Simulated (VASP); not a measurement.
# Mg (P6_3/mmc) in VASP: a series of runs

Runs on Mg. Level: PBE. Tasks: single point.

All numbers are computed with VASP 6.6.1; they aren't measurements. Logs are shortened: lines on timing, memory, paths and dates and some standing lists are left out, and cuts for length are marked.

## Step 1: The cell of the first run

The structure is hexagonal, space group P6_3/mmc (No. 194). The conventional cell has a = 3.210 Å, b = 3.210 Å, c = 5.138 Å, α = 90.00°, β = 90.00°, γ = 120.00°. Within 4.2 Å of Mg (site symmetry -6m2) lie 12 Mg at 3.17 to 3.21 Å.

## Step 2: Single point, PBE

INCAR

```
SYSTEM = Mg
PREC     = Accurate       ! precision mode
ENCUT    = 520            ! plane-wave cutoff, eV
EDIFF    = 1E-7           ! SCF threshold, eV
ISMEAR   = 0              ! smearing method
SIGMA    = 0.1            ! smearing width, eV
LREAL    = .False.        ! projectors in reciprocal space
LASPH    = .True.         ! aspherical terms in the spheres
NELM     = 100            ! most SCF steps
ALGO     = Normal         ! electronic algorithm
ISIF     = 2              ! what is computed and relaxed
LWAVE    = .False.        ! write WAVECAR
LCHARG   = .True.         ! write CHGCAR
GGA      = PE             ! functional
LELF     = .True.         ! ELF
LVHAR    = .True.       
NBANDS   = 9              ! bands
```

KPOINTS

```
Automatic mesh
0
Gamma
  15 15 8
  0 0 0
```

POSCAR

```
Mg
1.0
    3.2100636628      0.0000000000      0.0000000000
   -1.6050318314      2.7799966797      0.0000000000
    0.0000000000      0.0000000000      5.1379319477
Mg
2
Direct
    0.3333333333      0.6666666667      0.2500000000
    0.6666666667      0.3333333333      0.7500000000
```

Potentials or basis: VASP PAW PBE potentials, release 64 (Mg).

The run is started by

```sh
> cat potpaw_PBE.64/Mg/POTCAR > POTCAR
> mpirun -np 1 vasp_std > vasp.out
```

OUTCAR:

```text
SYSTEM = Mg
   PREC = Accurate
   ENCUT = 520
   EDIFF = 1E-7
   ISMEAR = 0
   LREAL = .False.
   LASPH = .True.
   NELM = 100
   ISIF = 2
   GGA = PE

 ion  position               nearest neighbor table
   1  0.333  0.667  0.250-   2 3.17   2 3.17   2 3.17   2 3.17   2 3.17   2 3.17
   2  0.667  0.333  0.750-   1 3.17   1 3.17   1 3.17   1 3.17   1 3.17   1 3.17

  LATTYP: Found a hexagonal cell.
 ALAT       =     3.2100636628
 C/A-ratio  =     1.6005701093

  Lattice vectors:

 A1 = (   3.2100636628,   0.0000000000,   0.0000000000)
 A2 = (  -1.6050318314,   2.7799966797,   0.0000000000)
 A3 = (   0.0000000000,   0.0000000000,   5.1379319477)

Analysis of symmetry for initial positions (statically):
=====================================================================
 Subroutine PRICEL returns:
 Original cell was already a primitive cell.

 Routine SETGRP: Setting up the symmetry group for a
 hexagonal supercell.

 Subroutine GETGRP returns: Found 24 space group operations
 (whereof 12 operations were pure point group operations)
 out of a pool of 24 trial point group operations.

The static configuration has the point symmetry D_3d.
 The point group associated with its full space group is D_6h.

Analysis of symmetry for dynamics (positions and initial velocities):
=====================================================================
 Subroutine PRICEL returns:
 Original cell was already a primitive cell.

 Routine SETGRP: Setting up the symmetry group for a
 hexagonal supercell.

 Subroutine GETGRP returns: Found 24 space group operations
 (whereof 12 operations were pure point group operations)
 out of a pool of 24 trial point group operations.

The dynamic configuration has the point symmetry D_3d.
 The point group associated with its full space group is D_6h.

 Subroutine INISYM returns: Found 24 space group operations
 (whereof 12 operations are pure point group operations),
 and found     1 'primitive' translations

----------------------------------------------------------------------------------------

                                     Primitive cell

  volume of cell :      45.8507

  direct lattice vectors                    reciprocal lattice vectors
     3.210063663  0.000000000  0.000000000     0.311520301  0.179856330  0.000000000
    -1.605031831  2.779996680  0.000000000     0.000000000  0.359712660  0.000000000
     0.000000000  0.000000000  5.137931948     0.000000000  0.000000000  0.194630838

[... 88 lines left out ...]
   NFREE  =      0    steps in history (QN), initial steepest desc. (CG)
   ISIF   =      2    stress and relaxation
   ISYM   =      2    0-nonsym 1-usesym 2-fastsym
   POTIM  = 0.5000    time-step for ionic-motion
   TEBEG  =    0.0;   TEEND  =   0.0 temperature during run
   PSTRESS=    0.0 pullay stress
   NELECT =       4.0000    total number of electrons
   NUPDOWN=      -1.0000    fix difference up-down
   EMIN   =  10.00;   EMAX   =-10.00  energy-range for DOS
   EFERMI =   0.00;   METHOD = LEGACY
   ISMEAR =     0;   SIGMA  =   0.10  broadening in eV -4-tet -1-fermi 0-gaus
   EFERMI_NEDOS =   21; number of points for ismear=-14 and -15
   IALGO  =     38    algorithm
   IMIX   =      4    mixing-type and parameters
     AMIX     =   0.40;   BMIX     =  1.00
     AMIX_MAG =   1.60;   BMIX_MAG =  1.00
  volume/ion in A,a.u.               =      22.93       154.71
  Fermi-wavevector in a.u.,A,eV,Ry     =   0.726072  1.372076  7.172717  0.527180
  Thomas-Fermi vector in A             =   1.816953
   LORBIT       =      0    0 simple, 1 ext, 2 COOP (PROOUT), +10 PAW based schemes
   GGA     = PE    functional components
   LHFCALC =     F    Hartree Fock is set to
   AEXX    =    0.0000 exact exchange contribution
   IVDW    =     0    specifies the selected vdW correction
   LEPSILON=     F    determine dielectric tensor
   LRPA    =     F    only Hartree local field effects (RPA)
 non-spin polarized calculation
 Gauss-broadening in eV      SIGMA  =   0.10
  energy-cutoff  :      520.00
  volume of cell :       45.85
 maximum number of plane-waves:      1254
 NGX is ok and might be reduce to    24
   NGX = 11   NGY = 11   NGZ = 19

 number of electron       4.0000000 magnetization

 Free energy of the ion-electron system (eV)
  ---------------------------------------------------
  ext. energy  EPLUGINS =         0.00000000
  ---------------------------------------------------
  free energy    TOTEN  =        -3.01499932 eV

  energy without entropy =       -3.01013318  energy(sigma->0) =       -3.01256625

 E-fermi :   2.6383     XC(G=0):  -8.4952

 val. band max:        2.6228224496   @ k =   0.3333   0.1333   0.1250
 cond. band min:       2.6530499807   @ k =   0.3333   0.1333   0.0000
 fundamental gap:      0.0302275311
 Fermi energy:         2.6382640181

 k-point     1 :       0.0000    0.0000    0.0000
  band No.  band energies     occupation
      1      -4.2969      2.00000
      2       1.0292      2.00000
      3       1.5319      2.00000
      4      13.4375      0.00000
      5      13.4375      0.00000
      6      13.5197      0.00000
      7      13.5197      0.00000
      8      14.5388      0.00000
      9      15.9235      0.00000
[... 265 lines left out ...]
 k-point    24 :       0.4000    0.2000    0.0000
  band No.  band energies     occupation
      1       1.0090      2.00000
      2       1.0153      2.00000
      3       4.5034      0.00000
      4       5.8476      0.00000
      5       6.2356      0.00000
      6       6.5085      0.00000
      7       7.8247      0.00000
      8       9.7090      0.00000
      9      10.8347      0.00000

 [... further k-points ...]

------------------------ aborting loop because EDIFF is reached ----------------------------------------

  FORCE on cell =-STRESS in cart. coord.  units (eV):
  Direction    XX          YY          ZZ          XY          YZ          ZX
  --------------------------------------------------------------------------------------
  -------------------------------------------------------------------------------------
  Total       -0.0326367     -0.0326367     -0.0263324      0.0000000      0.0000000      0.0000000
  in kB       -1.1404342     -1.1404342     -0.9201417      0.0000000      0.0000000      0.0000000
  external PRESSURE =      -1.0670034 kB  Pullay stress =       0.0000000 kB

 VOLUME and BASIS-vectors are now :
 -----------------------------------------------------------------------------
  energy-cutoff  :      520.00
  volume of cell :       45.85
      direct lattice vectors                 reciprocal lattice vectors
     3.210063663  0.000000000  0.000000000     0.311520301  0.179856330  0.000000000
    -1.605031831  2.779996680  0.000000000     0.000000000  0.359712660  0.000000000
     0.000000000  0.000000000  5.137931948     0.000000000  0.000000000  0.194630838

 POSITION                                       TOTAL-FORCE (eV/Angst)
 -----------------------------------------------------------------------------------
     -0.00000      1.85333      1.28448        -0.000000      0.000000      0.000000
      1.60503      0.92667      3.85345         0.000000      0.000000      0.000000
 -----------------------------------------------------------------------------------
    total drift:                               -0.000000      0.000000     -0.000000

  FREE ENERGIE OF THE ION-ELECTRON SYSTEM (eV)
  ---------------------------------------------------
  free  energy   TOTEN  =        -3.0149993184 eV

  energy  without entropy=       -3.0101331789  energy(sigma->0) =       -3.01256625
```

OSZICAR:

```text
N       E                     dE             d eps       ncg     rms          rms(c)
DAV:   1    -0.179411248670E+00   -0.17941E+00   -0.12610E+03  2430   0.312E+02
DAV:   2    -0.298524672803E+01   -0.28058E+01   -0.26985E+01  3187   0.277E+01
DAV:   3    -0.302841565535E+01   -0.43169E-01   -0.42880E-01  3206   0.286E+00
DAV:   4    -0.302854562249E+01   -0.12997E-03   -0.12996E-03  3074   0.155E-01
DAV:   5    -0.302854633635E+01   -0.71386E-06   -0.71412E-06  3119   0.106E-02    0.963E-01
DAV:   6    -0.302247071990E+01    0.60756E-02   -0.59917E-04  2790   0.192E-01    0.617E-01
DAV:   7    -0.301498826111E+01    0.74825E-02   -0.23401E-03  2542   0.334E-01    0.342E-02
DAV:   8    -0.301500090751E+01   -0.12646E-04   -0.15853E-05  3437   0.241E-02    0.773E-03
DAV:   9    -0.301499958118E+01    0.13263E-05   -0.12698E-06  2688   0.540E-03    0.614E-04
DAV:  10    -0.301499935461E+01    0.22657E-06   -0.53724E-09  1998   0.442E-04    0.160E-04
DAV:  11    -0.301499931841E+01    0.36204E-07   -0.72235E-10  1391   0.179E-04
   1 F= -.30149993E+01 E0= -.30125662E+01  d E =-.486614E-02
```

stdout:

```text
POSCAR found type information on POSCAR Mg
 POSCAR found :  1 types and       2 ions
 scaLAPACK will be used
 LDA part: xc-table for (Slater+PW92), standard interpolation
 POSCAR, INCAR and KPOINTS ok, starting setup
 FFT: planning ... GRIDC
 FFT: planning ... GRID_SOFT
 FFT: planning ... GRID
 WAVECAR not read
 entering main loop
```

Run time: 19 s. Hardware: 1 thread of Intel Xeon 6975P-C (Granite Rapids), shared host; peak memory 0.19 GiB.

Results:

* Free energy: -3.0150 eV
* Pressure: -0.1 GPa
* Band gap on the k mesh: zero (band 2 reaches 3.53 eV, above the bottom of band 3 at 1.53 eV)

Levels at points of the mesh, in eV from the Fermi level:
| k point | band 1 | band 2 | band 3 | band 4 | band 5 | band 6 |
| --- | --- | --- | --- | --- | --- | --- |
| (0.00, 0.00, 0.00) | -6.94 | -1.61 | -1.11 | 10.80 | 10.80 | 10.88 |
| (0.00, 0.00, 0.50) | -5.52 | -5.52 | 5.26 | 5.26 | 11.56 | 11.56 |

## Step 3: Single point, PBE

This run uses another cell than the first one, of 23.24 Å³/atom, 1.014 times its volume.

INCAR

```
ALGO     = Normal         # electronic algorithm
EDIFF    = 1E-6           # SCF threshold, eV
ENCUT    = 520            # plane-wave cutoff, eV
GGA      = PE             # functional
ISIF     = 2              # what is computed and relaxed
ISMEAR   = 0              # smearing method
LASPH    = T              # aspherical terms in the spheres
LCHARG   = F              # write CHGCAR
LREAL    = F              # projectors in reciprocal space
LWAVE    = F              # write WAVECAR
NBANDS   = 9              # bands
NELM     = 100            # most SCF steps
PREC     = Accurate       # precision mode
SIGMA    = 0.1            # smearing width, eV
```

KPOINTS

```
k-points
0
Gamma
  15 15 8
```

POSCAR

```
Mg
1.0
    3.2093000000      0.0000000000      0.0000000000
   -1.6046500000      2.7793353284      0.0000000000
    0.0000000000      0.0000000000      5.2103000000
Mg
2
Direct
    0.3333333333      0.6666666667      0.2500000000
    0.6666666667      0.3333333333      0.7500000000
```

Potentials or basis: VASP PAW PBE potentials, release 64 (Mg).

The run is started by

```sh
> cat potpaw_PBE.64/Mg/POTCAR > POTCAR
> mpirun -np 1 vasp_std > vasp.out
```

Run time: 16 s. Hardware: 1 thread of Intel Xeon 6975P-C (Granite Rapids), shared host; peak memory 0.19 GiB.

The run converged. Its results:

- Free energy: -3.0126 eV
- Pressure: -0.6 GPa
- Band gap on the k mesh: zero (band 2 reaches 3.49 eV, above the bottom of band 3 at 1.33 eV)

Stress tensor (GPa, compression positive):
```
-0.34  0.00  0.00
 0.00 -0.34  0.00
 0.00  0.00 -1.07
```

Levels at points of the mesh, in eV from the Fermi level:
```
           k point  band 1  band 2  band 3  band 4  band 5  band 6  band 7
(0.00, 0.00, 0.00)   -6.88   -1.67   -1.24   10.87   10.87   10.96   10.96
(0.00, 0.00, 0.50)   -5.50   -5.50    5.00    5.00   11.61   11.61   11.61
```

## Step 4: Single point, PBE

This run uses another cell than the first one, of 23.24 Å³/atom, 1.014 times its volume.

INCAR

```
SYSTEM = Mg
  PREC = Accurate
  ENCUT = 520
  EDIFF = 1E-7
  ISMEAR = 0
  SIGMA = 0.1
  LREAL = .False.
  LASPH = .True.
  NELM = 100
  ALGO = Fast
  ISIF = 2
  LWAVE = .False.
  LCHARG = .False.
  GGA = PE
  NBANDS = 9
```

KPOINTS

```
regular mesh
0
Gamma
  6 6 4
  0 0 0
```

POSCAR is that of step 3.

Potentials or basis: VASP PAW PBE potentials, release 64 (Mg).

The run is started by

```sh
> cat potpaw_PBE.64/Mg/POTCAR > POTCAR
> mpirun -np 1 vasp_std > vasp.out
```

OUTCAR:

```text
SYSTEM = Mg
   PREC = Accurate
   ENCUT = 520
   EDIFF = 1E-7
   ISMEAR = 0
   LREAL = .False.
   LASPH = .True.
   NELM = 100
   ISIF = 2
   GGA = PE

 ion  position               nearest neighbor table
   1  0.333  0.667  0.250-   2 3.20   2 3.20   2 3.20   2 3.20   2 3.20   2 3.20
   2  0.667  0.333  0.750-   1 3.20   1 3.20   1 3.20   1 3.20   1 3.20   1 3.20

  LATTYP: Found a hexagonal cell.
 ALAT       =     3.2093000000
 C/A-ratio  =     1.6235004518

  Lattice vectors:

[... 438 lines left out ...]

  FORCE on cell =-STRESS in cart. coord.  units (eV):
  Direction    XX          YY          ZZ          XY          YZ          ZX
  --------------------------------------------------------------------------------------
  -------------------------------------------------------------------------------------
  Total       -0.1629050     -0.1629050     -0.1411358      0.0000000      0.0000000      0.0000000
  in kB       -5.6160500     -5.6160500     -4.8655696      0.0000000      0.0000000      0.0000000
  external PRESSURE =      -5.3658899 kB  Pullay stress =       0.0000000 kB

 VOLUME and BASIS-vectors are now :
 -----------------------------------------------------------------------------
  energy-cutoff  :      520.00
  volume of cell :       46.47
      direct lattice vectors                 reciprocal lattice vectors
     3.209300000  0.000000000  0.000000000     0.311594429  0.179899127  0.000000000
    -1.604650000  2.779335328  0.000000000     0.000000000  0.359798255  0.000000000
     0.000000000  0.000000000  5.210300000     0.000000000  0.000000000  0.191927528

 POSITION                                       TOTAL-FORCE (eV/Angst)
 -----------------------------------------------------------------------------------
     -0.00000      1.85289      1.30258        -0.000000     -0.000000      0.000000
      1.60465      0.92645      3.90773         0.000000      0.000000      0.000000
 -----------------------------------------------------------------------------------
    total drift:                                0.000000     -0.000000      0.000000

  FREE ENERGIE OF THE ION-ELECTRON SYSTEM (eV)
  ---------------------------------------------------
  free  energy   TOTEN  =        -2.9491648242 eV

  energy  without entropy=       -2.9419513392  energy(sigma->0) =       -2.94555808
```

Wall time 9.6 s (1 thread of Intel Xeon 8259CL, shared host); peak memory 0.15 GiB.

What came out:

- Free energy: -2.9492 eV
- Pressure: -0.5 GPa
- Band gap on the k mesh: zero (band 2 reaches 2.90 eV, above the bottom of band 3 at 1.33 eV)

Caveat: the k points lie up to 0.38 Å⁻¹ apart.

## Step 5: Summary

| cell | k mesh | gap on the mesh (eV) | pressure (GPa) |
| --- | --- | --- | --- |
| a = 3.210, b = 3.210, c = 5.138 Å, angles 90.0, 90.0, 120.0°, 2 atoms | 15 × 15 × 8 | none | -0.1 |
| a = 3.209, b = 3.209, c = 5.210 Å, angles 90.0, 90.0, 120.0°, 2 atoms | 15 × 15 × 8 | none | -0.6 |
| a = 3.209, b = 3.209, c = 5.210 Å, angles 90.0, 90.0, 120.0°, 2 atoms | 6 × 6 × 4 | none | -0.5 |

Alike in all rows: task single point; level PBE; potentials or basis VASP PAW PBE potentials, release 64 (Mg); no spin polarisation; cutoff (eV) 520; smearing gaussian 0.1 eV.

Caveats: some runs use coarse meshes.

Absolute energies hang on the potentials; compare differences alone.
